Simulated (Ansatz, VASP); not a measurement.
# One calculation of Ti2Cl, two programs

Contents of INCAR:

```
SYSTEM = Ti2Cl
  PREC = Accurate
  ENCUT = 600
  EDIFF = 1E-6
  ISMEAR = 0
  SIGMA = 0.1
  LREAL = .False.
  LASPH = .True.
  NELM = 80
  ALGO = Normal
  ISIF = 3
  LWAVE = .False.
  LCHARG = .False.
  GGA = PE
  IBRION = 2
  NSW = 100
  EDIFFG = -0.01
```

Contents of KPOINTS:

```
Automatic mesh
0
Gamma
  12 12 16
  0 0 0
```

File POSCAR:

```
Ti2Cl
1.0
    4.6408973190      0.0000000000      0.0000000000
   -2.3204486595      4.0191349746      0.0000000000
    0.0000000000      0.0000000000      2.8636864311
Ti Cl
2 1
Direct
    0.3333333333      0.6666666667      0.0000000000
    0.6666666667      0.3333333333      0.0000000000
    0.0000000000      0.0000000000      0.0000000000
```

Input for Ansatz:

```yaml
crystal:
  lattice:
    - [4.640897319, 0.0, 0.0]
    - [-2.3204486595, 4.0191349746, 0.0]
    - [0.0, 0.0, 2.8636864311]
  atoms:
    - { symbol: Ti, position: [0.3333333333, 0.6666666667, 0.0] }
    - { symbol: Ti, position: [0.6666666667, 0.3333333333, 0.0] }
    - { symbol: Cl, position: [0.0, 0.0, 0.0] }
basis:
  ecutwfc: 420
kpoints:
  mp_grid: { grid: [12, 12, 16] }
hamiltonian:
  xc: pbe
scf:
  occupations: { method: gaussian, width: 0.1 }
output:
  forces: true
  stress: true
  eigenvalues: true
relax:
  adjacent_minimum: "off"
  f_tol: 0.01
  max_steps: 80
  cell: { stress_tol: 0.05 }
```

Alike in both runs: task relaxation of cell and atoms; functional PBE; k mesh 12 × 12 × 16; occupations gaussian, width 0.1 eV; no spin polarisation.

|  | VASP | Ansatz |
| --- | --- | --- |
| version | VASP 6.6.1 | Ansatz 0.2.0 |
| potentials or method | VASP PAW PBE potentials, release 64 (Ti_sv, Cl), cutoff 600 eV | scalar-relativistic, plane waves, PAW |
| valence electrons in the cell | 31 | 31 |

Ansatz gave:

| Quantity | Value |
| --- | --- |
| gap on the k mesh at the Fermi level, each at its own relaxed structure (eV) | none |
| relaxed volume (Å³/atom) | 17.78 |
| relaxed cell length with the largest relative difference (Å) | 4.637 |

Q: Which values does VASP return?

A: gap on the k mesh at the Fermi level, each at its own relaxed structure (eV): none; relaxed volume (Å³/atom): 17.80; relaxed cell length with the largest relative difference (Å): 4.641.

A gap of «none» marks a metal or a gap that the smearing closes.

Noted on VASP's run: the relaxation stopped at its first step, so nothing moved.
